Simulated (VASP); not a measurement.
# Ti in VASP: relaxation of the atoms with PBE

Aim: the relaxation of the atoms of Ti with PBE.

Program: VASP 6.6.1. These are calculated values, not measurements. Logs are shortened: lines on timing, memory, paths and dates and some standing lists are left out, and cuts for length are marked.

### 1 The cell of the first run

The cell holds a slab with vacuum, 3 atoms: a = 2.939 Å, b = 2.939 Å, c = 19.650 Å, α = 90.00°, β = 90.00°, γ = 120.00°.

### 2 Relaxation of the atoms, PBE

INCAR

```
SYSTEM = Ti
PREC     = Accurate       ! precision mode
ENCUT    = 520            ! plane-wave cutoff, eV
EDIFF    = 1E-6           ! SCF threshold, eV
ISMEAR   = 0              ! smearing method
SIGMA    = 0.1            ! smearing width, eV
LREAL    = .FALSE.        ! projectors in reciprocal space
LASPH    = .TRUE.         ! aspherical terms in the spheres
NELM     = 100            ! most SCF steps
ALGO     = Normal         ! electronic algorithm
ISIF     = 2              ! what is computed and relaxed
LWAVE    = .FALSE.        ! write WAVECAR
LCHARG   = .FALSE.        ! write CHGCAR
LDIPOL   = .TRUE.       
IDIPOL   = 3            
DIPOL    = 0.5 0.5 0.500
GGA      = PE             ! functional
IBRION   = 2              ! ionic algorithm
NSW      = 80             ! ionic steps
EDIFFG   = -0.02          ! ionic threshold
```

KPOINTS

```
regular mesh
0
G
  12 12 1
  0 0 0
```

POSCAR

```
Ti
1.0
    2.9385821062      0.0000000000      0.0000000000
   -1.4692910531      2.5448867551      0.0000000000
    0.0000000000      0.0000000000     19.6504271808
Ti
3
Direct
    0.3333333333      0.6666666667      0.3816710920
    0.6666666667      0.3333333333      0.5000000000
    0.3333333333      0.6666666667      0.6183289080
```

Potentials or basis: VASP PAW PBE potentials, release 64 (Ti_sv).

Started as:

```
cat potpaw_PBE.64/Ti_sv/POTCAR > POTCAR
mpirun -np 1 vasp_std > vasp.out
```

OUTCAR:

```text
SYSTEM = Ti
   PREC = Accurate
   ENCUT = 520
   EDIFF = 1E-6
   ISMEAR = 0
   LREAL = .FALSE.
   LASPH = .TRUE.
   NELM = 100
   ISIF = 2
   GGA = PE
   IBRION = 2
   NSW = 80
   EDIFFG = -0.02

 ion  position               nearest neighbor table
   1  0.333  0.667  0.382-   2 2.88   2 2.88   2 2.88
   2  0.667  0.333  0.500-   1 2.88   3 2.88   1 2.88   3 2.88   1 2.88   3 2.88
   3  0.333  0.667  0.618-   2 2.88   2 2.88   2 2.88

  LATTYP: Found a hexagonal cell.
 ALAT       =     2.9385821062
 C/A-ratio  =     6.6870437751

  Lattice vectors:

 A1 = (   2.9385821062,   0.0000000000,   0.0000000000)
 A2 = (  -1.4692910531,   2.5448867551,   0.0000000000)
 A3 = (   0.0000000000,   0.0000000000,  19.6504271808)

Analysis of symmetry for initial positions (statically):
=====================================================================
 Subroutine PRICEL returns:
 Original cell was already a primitive cell.

 Routine SETGRP: Setting up the symmetry group for a
 hexagonal supercell.

 Subroutine GETGRP returns: Found 12 space group operations
 (whereof 12 operations were pure point group operations)
 out of a pool of 24 trial point group operations.

The static configuration has the point symmetry D_3h.

Analysis of symmetry for dynamics (positions and initial velocities):
=====================================================================
 Subroutine PRICEL returns:
 Original cell was already a primitive cell.

 Routine SETGRP: Setting up the symmetry group for a
 hexagonal supercell.

 Subroutine GETGRP returns: Found 12 space group operations
 (whereof 12 operations were pure point group operations)
 out of a pool of 24 trial point group operations.

The dynamic configuration has the point symmetry D_3h.

 Subroutine INISYM returns: Found 12 space group operations
 (whereof 12 operations are pure point group operations),
 and found     1 'primitive' translations

----------------------------------------------------------------------------------------

                                     Primitive cell

  volume of cell :     146.9529

  direct lattice vectors                    reciprocal lattice vectors
     2.938582106  0.000000000  0.000000000     0.340300173  0.196472397  0.000000000
    -1.469291053  2.544886755  0.000000000     0.000000000  0.392944793  0.000000000
     0.000000000  0.000000000 19.650427181     0.000000000  0.000000000  0.050889479

  length of vectors
     2.938582106  2.938582106 19.650427181     0.392944793  0.392944793  0.050889479

  position of ions in fractional coordinates (direct lattice)
     0.333333333  0.666666667  0.381671092
     0.666666667  0.333333333  0.500000000
     0.333333333  0.666666667  0.618328908

  ion indices of the primitive-cell ions
   primitive index   ion index
                 1           1
                 2           2
                 3           3

----------------------------------------------------------------------------------------

 KPOINTS: regular mesh

Automatic generation of k-mesh.
 Grid dimensions read from file:
 generate k-points for:   12   12    1

 Generating k-lattice:

  Cartesian coordinates                     Fractional coordinates (reciprocal lattice)
     0.028358348  0.016372700  0.000000000     0.083333333 -0.000000000  0.000000000
     0.000000000  0.032745399  0.000000000     0.000000000  0.083333333  0.000000000
     0.000000000  0.000000000  0.050889479     0.000000000  0.000000000  1.000000000

  Length of vectors
     0.032745399  0.032745399  0.050889479

  Shift w.r.t. Gamma in fractional coordinates (k-lattice)
     0.000000000  0.000000000  0.000000000

 Subroutine IBZKPT returns following result:
 ===========================================

 Found     19 irreducible k-points:

 Following reciprocal coordinates:
            Coordinates               Weight
  0.000000  0.000000  0.000000      1.000000
  0.083333  0.000000  0.000000      6.000000
  0.166667  0.000000  0.000000      6.000000
  0.250000  0.000000  0.000000      6.000000
  0.333333  0.000000  0.000000      6.000000
  0.416667  0.000000  0.000000      6.000000
[... 11 lines left out ...]
  0.333333  0.250000  0.000000     12.000000
  0.333333  0.333333  0.000000      2.000000
   k-points           NKPTS =     19   k-points in BZ     NKDIM =     19   number of bands    NBANDS=     22
   number of dos      NEDOS =    301   number of ions     NIONS =      3
   total plane-waves  NPLWV =  86400
   dimension x,y,z NGX =    24 NGY =   24 NGZ =  150
   dimension x,y,z NGXF=    48 NGYF=   48 NGZF=  300
   ions per type =               3
   NGX,Y,Z   is equivalent  to a cutoff of  13.58, 13.58, 12.69 a.u.
   NGXF,Y,Z  is equivalent  to a cutoff of  27.16, 27.16, 25.38 a.u.
 SYSTEM =  Ti
   PREC   = accura    normal or accurate (medium, high low for compatibility)
   ISTART =      0    job   : 0-new  1-cont  2-samecut
   ICHARG =      2    charge: 1-file 2-atom 10-const
   ISPIN  =      1    spin polarized calculation?
   LNONCOLLINEAR =      F non collinear calculations
   LSORBIT =      F    spin-orbit coupling
   LASPH  =      T    aspherical Exc in radial PAW
   ENCUT  =  520.0 eV  38.22 Ry    6.18 a.u.   5.46  5.46 36.54*2*pi/ulx,y,z
   NELM   =    100;   NELMIN=  2; NELMDL= -5     # of ELM steps
   EDIFF  = 0.1E-05   stopping-criterion for ELM
   LREAL  =      F    real-space projection
   EDIFFG = -.2E-01   stopping-criterion for IOM
   NSW    =     80    number of steps for IOM
   IBRION =      2    ionic relax: 0-MD 1-quasi-New 2-CG
   NFREE  =      1    steps in history (QN), initial steepest desc. (CG)
   ISIF   =      2    stress and relaxation
   ISYM   =      2    0-nonsym 1-usesym 2-fastsym
   POTIM  = 0.5000    time-step for ionic-motion
   TEBEG  =    0.0;   TEEND  =   0.0 temperature during run
   PSTRESS=    0.0 pullay stress
   NELECT =      36.0000    total number of electrons
   NUPDOWN=      -1.0000    fix difference up-down
   EMIN   =  10.00;   EMAX   =-10.00  energy-range for DOS
   EFERMI =   0.00;   METHOD = LEGACY
   ISMEAR =     0;   SIGMA  =   0.10  broadening in eV -4-tet -1-fermi 0-gaus
   EFERMI_NEDOS =   21; number of points for ismear=-14 and -15
   IALGO  =     38    algorithm
   IMIX   =      4    mixing-type and parameters
     AMIX     =   0.40;   BMIX     =  1.00
     AMIX_MAG =   1.60;   BMIX_MAG =  1.00
  volume/ion in A,a.u.               =      48.98       330.56
  Fermi-wavevector in a.u.,A,eV,Ry     =   1.024353  1.935746 14.276576  1.049299
  Thomas-Fermi vector in A             =   2.158135
   LORBIT       =      0    0 simple, 1 ext, 2 COOP (PROOUT), +10 PAW based schemes
   GGA     = PE    functional components
   LHFCALC =     F    Hartree Fock is set to
   AEXX    =    0.0000 exact exchange contribution
   IVDW    =     0    specifies the selected vdW correction
   LEPSILON=     F    determine dielectric tensor
   LRPA    =     F    only Hartree local field effects (RPA)
 conjugate gradient relaxation of ions
 non-spin polarized calculation
 Gauss-broadening in eV      SIGMA  =   0.10
  energy-cutoff  :      520.00
  volume of cell :      146.95
 maximum number of plane-waves:      4057
 NGX is ok and might be reduce to    24
   NGX = 11   NGY = 11   NGZ = 73

--------------------------------------- Ionic step        1  -------------------------------------------

 number of electron      35.9999995 magnetization

 Free energy of the ion-electron system (eV)
  ---------------------------------------------------
  ext. energy  EPLUGINS =         0.00000000
  ---------------------------------------------------
  free energy    TOTEN  =       -21.61291437 eV

  energy without entropy =      -21.57692498  energy(sigma->0) =      -21.59491967

------------------------ aborting loop because EDIFF is reached ----------------------------------------

  FORCE on cell =-STRESS in cart. coord.  units (eV):
  Direction    XX          YY          ZZ          XY          YZ          ZX
  --------------------------------------------------------------------------------------
  -------------------------------------------------------------------------------------
  Total       -2.0057608     -2.0057608     -1.7992036      0.0000000      0.0000000      0.0000000
  in kB      -21.8681193    -21.8681193    -19.6160974      0.0000000      0.0000000      0.0000000
  external PRESSURE =     -21.1174453 kB  Pullay stress =       0.0000000 kB
[... 18 lines left out ...]
  FREE ENERGIE OF THE ION-ELECTRON SYSTEM (eV)
  ---------------------------------------------------
  free  energy   TOTEN  =       -21.6129143694 eV

  energy  without entropy=      -21.5769249778  energy(sigma->0) =      -21.59491967

 dipolmoment           0.000000      0.000000      0.000000 electrons x Angstroem

--------------------------------------- Ionic step        2  -------------------------------------------

 number of electron      35.9999995 magnetization

------------------------ aborting loop because EDIFF is reached ----------------------------------------
[... 143 lines left out ...]
--------------------------------------- Ionic step        6  -------------------------------------------

 number of electron      35.9999994 magnetization

 dipolmoment           0.000000      0.000000     -0.000000 electrons x Angstroem

 Free energy of the ion-electron system (eV)
  ---------------------------------------------------
  ext. energy  EPLUGINS =         0.00000000
  ---------------------------------------------------
  free energy    TOTEN  =       -21.65717972 eV

  energy without entropy =      -21.62530363  energy(sigma->0) =      -21.64124168

 E-fermi :   0.2538     XC(G=0):  -5.0525

 val. band max:        0.2418217532   @ k =   0.0833   0.0000   0.0000
 cond. band min:       0.2651749973   @ k =   0.1667   0.0833   0.0000
 fundamental gap:      0.0233532441
 Fermi energy:         0.2538360893

 k-point     1 :       0.0000    0.0000    0.0000
  band No.  band energies     occupation
      1     -56.6131      2.00000
      2     -56.5988      2.00000
      3     -56.2825      2.00000
      4     -33.1089      2.00000
      5     -32.9344      2.00000
      6     -32.5643      2.00000
[... 464 lines left out ...]
     21       0.4938      0.00069
     22       0.6439      0.00000

------------------------ aborting loop because EDIFF is reached ----------------------------------------

 vacuum level on the upper side and lower side of the slab       (xc-potential included)        -0.004        -0.004

  FORCE on cell =-STRESS in cart. coord.  units (eV):
  Direction    XX          YY          ZZ          XY          YZ          ZX
  --------------------------------------------------------------------------------------
  -------------------------------------------------------------------------------------
  Total       -1.0901719     -1.0901719     -0.0176751     -0.0000000      0.0000000      0.0000000
  in kB      -11.8857683    -11.8857683     -0.1927057     -0.0000000      0.0000000      0.0000000
  external PRESSURE =      -7.9880808 kB  Pullay stress =       0.0000000 kB
[... 18 lines left out ...]
  FREE ENERGIE OF THE ION-ELECTRON SYSTEM (eV)
  ---------------------------------------------------
  free  energy   TOTEN  =       -21.6571797228 eV

  energy  without entropy=      -21.6253036312  energy(sigma->0) =      -21.64124168

 reached required accuracy - stopping structural energy minimisation

 vacuum level on the upper side and lower side of the slab         4.668         4.668
```

It took 6.3 min on 1 thread of Intel Xeon Platinum 8488C (Sapphire Rapids), shared host; peak memory 0.3 GiB.

Results:

| Quantity | Value |
| --- | --- |
| Free energy | -21.6572 eV |
| Energy gained by relaxing | 14.8 meV/atom |
| Ionic steps | 6 |
| Band gap on the k mesh | zero (bands 18 and 19 overlap by 1.01 eV) |

Step by step:
```csv
step,energy change (eV),largest force (eV/Å),pressure (GPa)
1,0.0000,0.3830,-2.11
2,-0.0132,0.3289,-1.90
3,-0.0395,0.1386,-1.24
4,-0.0151,0.3955,0.32
5,-0.0442,0.0207,-0.86
6,-0.0443,0.0002,-0.80
```

Final structure:
```
CELL_PARAMETERS angstrom
2.93858 0.00000 0.00000
-1.46929 2.54489 0.00000
0.00000 0.00000 19.65043
ATOMIC_POSITIONS crystal
Ti 0.33333 0.66667 0.38714
Ti 0.66667 0.33333 0.50000
Ti 0.33333 0.66667 0.61286
```
